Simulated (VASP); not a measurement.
# Zn (Fm-3m) in VASP: further runs

The runs below take Zn through single point, with PBE, HSE06.

Everything below comes from runs of VASP 6.6.1. Logs are shortened: lines on timing, memory, paths and dates and some standing lists are left out, and cuts for length are marked.

### 1 The cell of the first run

It takes space group Fm-3m (No. 225, cubic). Conventional cell: a = 3.931 Å, b = 3.931 Å, c = 3.931 Å, α = 90.00°, β = 90.00°, γ = 90.00°. Zn (site symmetry m-3m) has 12 Zn at 2.78 Å within 3.7 Å.

This isn't the form of Zn at room conditions, which is hcp.

### 2 Single point, PBE

INCAR

```
SYSTEM = Zn
PREC     = Accurate       ! precision mode
ENCUT    = 520            ! plane-wave cutoff, eV
EDIFF    = 1E-6           ! SCF threshold, eV
ISMEAR   = -1             ! smearing method
SIGMA    = 0.1            ! smearing width, eV
LREAL    = .False.        ! projectors in reciprocal space
LASPH    = .True.         ! aspherical terms in the spheres
NELM     = 100            ! most SCF steps
ALGO     = Normal         ! electronic algorithm
ISIF     = 2              ! what is computed and relaxed
LWAVE    = .False.        ! write WAVECAR
LCHARG   = .True.         ! write CHGCAR
GGA      = PE             ! functional
LELF     = .True.         ! ELF
LVHAR    = .True.       
NBANDS   = 12             ! bands
```

KPOINTS

```
regular mesh
0
Gamma
  7 7 7
  0 0 0
```

POSCAR

```
Zn
1.0
    0.0000000000      1.9656924891      1.9656924891
    1.9656924891      0.0000000000      1.9656924891
    1.9656924891      1.9656924891      0.0000000000
Zn
1
Direct
    0.0000000000      0.0000000000      0.0000000000
```

Potentials or basis: VASP PAW PBE potentials, release 64 (Zn).

The run is started by

```
$ cat potpaw_PBE.64/Zn/POTCAR > POTCAR
$ mpirun -np 1 vasp_std > vasp.out
```

OUTCAR:

```text
SYSTEM = Zn
   PREC = Accurate
   ENCUT = 520
   EDIFF = 1E-6
   ISMEAR = -1
   LREAL = .False.
   LASPH = .True.
   NELM = 100
   ISIF = 2
   GGA = PE

 ion  position               nearest neighbor table
   1  0.000  0.000  0.000-

  LATTYP: Found a face centered cubic cell.
 ALAT       =     3.9313849782

  Lattice vectors:

 A1 = (   0.0000000000,   1.9656924891,   1.9656924891)
 A2 = (   1.9656924891,   0.0000000000,   1.9656924891)
 A3 = (   1.9656924891,   1.9656924891,   0.0000000000)

Analysis of symmetry for initial positions (statically):
=====================================================================
 Subroutine PRICEL returns:
 Original cell was already a primitive cell.

 Routine SETGRP: Setting up the symmetry group for a
 face centered cubic supercell.

 Subroutine GETGRP returns: Found 48 space group operations
 (whereof 48 operations were pure point group operations)
 out of a pool of 48 trial point group operations.

The static configuration has the point symmetry O_h .

Analysis of symmetry for dynamics (positions and initial velocities):
=====================================================================
 Subroutine PRICEL returns:
 Original cell was already a primitive cell.

 Routine SETGRP: Setting up the symmetry group for a
 face centered cubic supercell.

 Subroutine GETGRP returns: Found 48 space group operations
 (whereof 48 operations were pure point group operations)
 out of a pool of 48 trial point group operations.

The dynamic configuration has the point symmetry O_h .

 Subroutine INISYM returns: Found 48 space group operations
 (whereof 48 operations are pure point group operations),
 and found     1 'primitive' translations

----------------------------------------------------------------------------------------

                                     Primitive cell

  volume of cell :      15.1907

  direct lattice vectors                    reciprocal lattice vectors
     0.000000000  1.965692489  1.965692489    -0.254363286  0.254363286  0.254363286
     1.965692489  0.000000000  1.965692489     0.254363286 -0.254363286  0.254363286
     1.965692489  1.965692489  0.000000000     0.254363286  0.254363286 -0.254363286

  length of vectors
     2.779908978  2.779908978  2.779908978     0.440570134  0.440570134  0.440570134

  position of ions in fractional coordinates (direct lattice)
     0.000000000  0.000000000  0.000000000

  ion indices of the primitive-cell ions
   primitive index   ion index
                 1           1

----------------------------------------------------------------------------------------

 KPOINTS: regular mesh

Automatic generation of k-mesh.
 Grid dimensions read from file:
 generate k-points for:    7    7    7

 Generating k-lattice:

  Cartesian coordinates                     Fractional coordinates (reciprocal lattice)
    -0.036337612  0.036337612  0.036337612     0.142857143  0.000000000  0.000000000
     0.036337612 -0.036337612  0.036337612     0.000000000  0.142857143  0.000000000
     0.036337612  0.036337612 -0.036337612     0.000000000  0.000000000  0.142857143

  Length of vectors
     0.062938591  0.062938591  0.062938591

  Shift w.r.t. Gamma in fractional coordinates (k-lattice)
     0.000000000  0.000000000  0.000000000

 Subroutine IBZKPT returns following result:
 ===========================================

 Found     20 irreducible k-points:

 Following reciprocal coordinates:
            Coordinates               Weight
  0.000000  0.000000  0.000000      1.000000
  0.142857  0.000000  0.000000      8.000000
  0.285714  0.000000  0.000000      8.000000
  0.428571  0.000000  0.000000      8.000000
  0.142857  0.142857  0.000000      6.000000
  0.285714  0.142857  0.000000     24.000000
[... 12 lines left out ...]
 -0.428571  0.428571  0.142857     24.000000
 -0.285714  0.428571  0.142857     24.000000
   k-points           NKPTS =     20   k-points in BZ     NKDIM =     20   number of bands    NBANDS=     12
   number of dos      NEDOS =    301   number of ions     NIONS =      1
   total plane-waves  NPLWV =  13824
   dimension x,y,z NGX =    24 NGY =   24 NGZ =   24
   dimension x,y,z NGXF=    48 NGYF=   48 NGZF=   48
   ions per type =               1
   NGX,Y,Z   is equivalent  to a cutoff of  14.35, 14.35, 14.35 a.u.
   NGXF,Y,Z  is equivalent  to a cutoff of  28.71, 28.71, 28.71 a.u.
 SYSTEM =  Zn
   PREC   = accura    normal or accurate (medium, high low for compatibility)
   ISTART =      0    job   : 0-new  1-cont  2-samecut
   ICHARG =      2    charge: 1-file 2-atom 10-const
   ISPIN  =      1    spin polarized calculation?
   LNONCOLLINEAR =      F non collinear calculations
   LSORBIT =      F    spin-orbit coupling
   LASPH  =      T    aspherical Exc in radial PAW
   ENCUT  =  520.0 eV  38.22 Ry    6.18 a.u.   5.17  5.17  5.17*2*pi/ulx,y,z
   NELM   =    100;   NELMIN=  2; NELMDL= -5     # of ELM steps
   EDIFF  = 0.1E-05   stopping-criterion for ELM
   LREAL  =      F    real-space projection
   EDIFFG = 0.1E-04   stopping-criterion for IOM
   NSW    =      0    number of steps for IOM
   IBRION =     -1    ionic relax: 0-MD 1-quasi-New 2-CG
   NFREE  =      0    steps in history (QN), initial steepest desc. (CG)
   ISIF   =      2    stress and relaxation
   ISYM   =      2    0-nonsym 1-usesym 2-fastsym
   POTIM  = 0.5000    time-step for ionic-motion
   TEBEG  =    0.0;   TEEND  =   0.0 temperature during run
   PSTRESS=    0.0 pullay stress
   NELECT =      12.0000    total number of electrons
   NUPDOWN=      -1.0000    fix difference up-down
   EMIN   =  10.00;   EMAX   =-10.00  energy-range for DOS
   EFERMI =   0.00;   METHOD = LEGACY
   ISMEAR =    -1;   SIGMA  =   0.10  broadening in eV -4-tet -1-fermi 0-gaus
   EFERMI_NEDOS =   21; number of points for ismear=-14 and -15
   IALGO  =     38    algorithm
   IMIX   =      4    mixing-type and parameters
     AMIX     =   0.40;   BMIX     =  1.00
     AMIX_MAG =   1.60;   BMIX_MAG =  1.00
  volume/ion in A,a.u.               =      15.19       102.51
  Fermi-wavevector in a.u.,A,eV,Ry     =   1.513363  2.859841 31.160966  2.290266
  Thomas-Fermi vector in A             =   2.623164
   LORBIT       =      0    0 simple, 1 ext, 2 COOP (PROOUT), +10 PAW based schemes
   GGA     = PE    functional components
   LHFCALC =     F    Hartree Fock is set to
   AEXX    =    0.0000 exact exchange contribution
   IVDW    =     0    specifies the selected vdW correction
   LEPSILON=     F    determine dielectric tensor
   LRPA    =     F    only Hartree local field effects (RPA)
 non-spin polarized calculation
  energy-cutoff  :      520.00
  volume of cell :       15.19
 maximum number of plane-waves:       418
 NGX is ok and might be reduce to    24
   NGX = 11   NGY = 11   NGZ = 11

 number of electron      12.0000008 magnetization

 Free energy of the ion-electron system (eV)
  ---------------------------------------------------
  ext. energy  EPLUGINS =         0.00000000
  ---------------------------------------------------
  free energy    TOTEN  =        -1.13614033 eV

  energy without entropy =       -1.13441952  energy(sigma->0) =       -1.13527992

 E-fermi :   3.0758     XC(G=0): -11.5698

 val. band max:        2.6887967486   @ k =  -0.4286   0.4286   0.0000
 cond. band min:       3.4046953016   @ k =   0.4286   0.0000   0.0000
 fundamental gap:      0.7158985530
 Fermi energy:         3.0757657022

 k-point     1 :       0.0000    0.0000    0.0000
  band No.  band energies     occupation
      1      -7.2696      2.00000
      2      -4.5448      2.00000
      3      -4.5448      2.00000
      4      -4.5448      2.00000
      5      -4.1667      2.00000
      6      -4.1667      2.00000
      7      21.3246      0.00000
      8      21.3247      0.00000
      9      21.3247      0.00000
     10      21.9536      0.00000
     11      24.1026      0.00000
     12      24.1026      0.00000

 k-point     2 :       0.1429    0.0000    0.0000
  band No.  band energies     occupation
      1      -6.6674      2.00000
      2      -4.5777      2.00000
      3      -4.4879      2.00000
      4      -4.4879      2.00000
      5      -4.1755      2.00000
      6      -4.1755      2.00000
      7      15.3374      0.00000
      8      20.0479      0.00000
      9      20.0480      0.00000
     10      21.5693      0.00000
     11      26.3853      0.00000
     12      26.3853      0.00000

 k-point     3 :       0.2857    0.0000    0.0000
  band No.  band energies     occupation
      1      -5.4293      2.00000
      2      -4.4770      2.00000
      3      -4.4770      2.00000
      4      -4.0713      2.00000
      5      -4.0713      2.00000
      6      -4.0578      2.00000
      7       8.8435      0.00000
      8      18.8400      0.00000
      9      18.8400      0.00000
     10      21.0532      0.00000
     11      24.1960      0.00000
     12      24.1960      0.00000
[... 226 lines left out ...]
 k-point    19 :      -0.4286    0.4286    0.1429
  band No.  band energies     occupation
      1      -5.0013      2.00000
      2      -4.9613      2.00000
      3      -4.2555      2.00000
      4      -4.0089      2.00000
      5      -3.8566      2.00000
      6       1.4522      2.00000
      7       7.4534      0.00000
      8       8.3246      0.00000
      9       9.0561      0.00000
     10      20.0057      0.00000
     11      20.7950      0.00000
     12      29.9927      0.00000

 k-point    20 :      -0.2857    0.4286    0.1429
  band No.  band energies     occupation
      1      -4.8907      2.00000
      2      -4.7483      2.00000
      3      -4.5020      2.00000
      4      -4.1377      2.00000
      5      -3.8590      2.00000
      6       4.0253      0.00015
      7       4.7993      0.00000
      8       6.2685      0.00000
      9       9.7901      0.00000
     10      21.1288      0.00000
     11      26.4052      0.00000
     12      27.4661      0.00000

------------------------ aborting loop because EDIFF is reached ----------------------------------------

  FORCE on cell =-STRESS in cart. coord.  units (eV):
  Direction    XX          YY          ZZ          XY          YZ          ZX
  --------------------------------------------------------------------------------------
  -------------------------------------------------------------------------------------
  Total       -0.0367209     -0.0367209     -0.0367209      0.0000000      0.0000000      0.0000000
  in kB       -3.8729965     -3.8729965     -3.8729965      0.0000000      0.0000000      0.0000000
  external PRESSURE =      -3.8729965 kB  Pullay stress =       0.0000000 kB

 VOLUME and BASIS-vectors are now :
 -----------------------------------------------------------------------------
  energy-cutoff  :      520.00
  volume of cell :       15.19
      direct lattice vectors                 reciprocal lattice vectors
     0.000000000  1.965692489  1.965692489    -0.254363286  0.254363286  0.254363286
     1.965692489  0.000000000  1.965692489     0.254363286 -0.254363286  0.254363286
     1.965692489  1.965692489  0.000000000     0.254363286  0.254363286 -0.254363286

 POSITION                                       TOTAL-FORCE (eV/Angst)
 -----------------------------------------------------------------------------------
      0.00000      0.00000      0.00000        -0.000000      0.000000      0.000000
 -----------------------------------------------------------------------------------
    total drift:                               -0.000000     -0.000000     -0.000000

  FREE ENERGIE OF THE ION-ELECTRON SYSTEM (eV)
  ---------------------------------------------------
  free  energy   TOTEN  =        -1.1361403283 eV

  energy  without entropy=       -1.1344195166  energy(sigma->0) =       -1.13527992
```

Run time: 3.1 s. Hardware: 1 thread of Intel Xeon Platinum 8559C (Emerald Rapids), shared host; peak memory 0.13 GiB.

What came out:

```
Free energy            : -1.1361 eV
Pressure               : -0.4 GPa
Band gap on the k mesh : zero (bands 6 and 7 overlap by 1.61 eV)
```

Caveat: the k points lie up to 0.40 Å⁻¹ apart, too coarse for converged energies and pressures of a metal.

### 3 Single point, HSE06

POSCAR is that of step 2.

INCAR.step1

```
SYSTEM = Zn
PREC = Accurate
ENCUT = 520
EDIFF = 1E-5
ISMEAR = -1
SIGMA = 0.1
LREAL = .FALSE.
LASPH = .TRUE.
NELM = 60
ALGO = Normal
ISIF = 2
LWAVE = .TRUE.
LCHARG = .FALSE.
GGA = PE
NBANDS = 12
```

INCAR.step2

```
SYSTEM = Zn
PREC = Accurate
ENCUT = 520
EDIFF = 1E-6
ISMEAR = -1
SIGMA = 0.1
LREAL = .FALSE.
LASPH = .TRUE.
NELM = 60
ALGO = Normal
ISIF = 2
LWAVE = .FALSE.
LCHARG = .FALSE.
GGA = PE
LHFCALC = .TRUE.
HFSCREEN = 0.2079
PRECFOCK = Normal
ISTART = 1
NBANDS = 12
```

KPOINTS

```
Automatic mesh
0
G
  7 7 7
  0 0 0
```

Potentials or basis: VASP PAW PBE potentials, release 64 (Zn).

The run is started by

```
$ cat potpaw_PBE.64/Zn/POTCAR > POTCAR
$ cp INCAR.step1 INCAR
$ mpirun -np 1 vasp_std > vasp.out
$ cp INCAR.step2 INCAR
$ mpirun -np 1 vasp_std > vasp.out
```

Wall time 11 min (1 thread of Intel Xeon Platinum 8559C (Emerald Rapids), shared host); peak memory 0.24 GiB.

Results (log left out):

| Quantity | Value |
| --- | --- |
| Free energy | -1.2866 eV |
| Pressure | -0.4 GPa |
| Band gap on the k mesh | zero (bands 6 and 7 overlap by 1.81 eV) |

Levels at points of the mesh, in eV from the Fermi level:
| k point | band 2 | band 3 | band 4 | band 5 | band 6 | band 7 | band 8 | band 9 | band 10 | band 11 |
| --- | --- | --- | --- | --- | --- | --- | --- | --- | --- | --- |
| (0.00, 0.00, 0.00) | -9.84 | -9.84 | -9.84 | -9.46 | -9.46 | 19.61 | 19.61 | 19.61 | 19.81 | 22.15 |

Caveat: the k points lie up to 0.40 Å⁻¹ apart, too coarse for converged energies and pressures of a metal; the PAW data sets were made with another functional, which shifts forces and pressure a little.
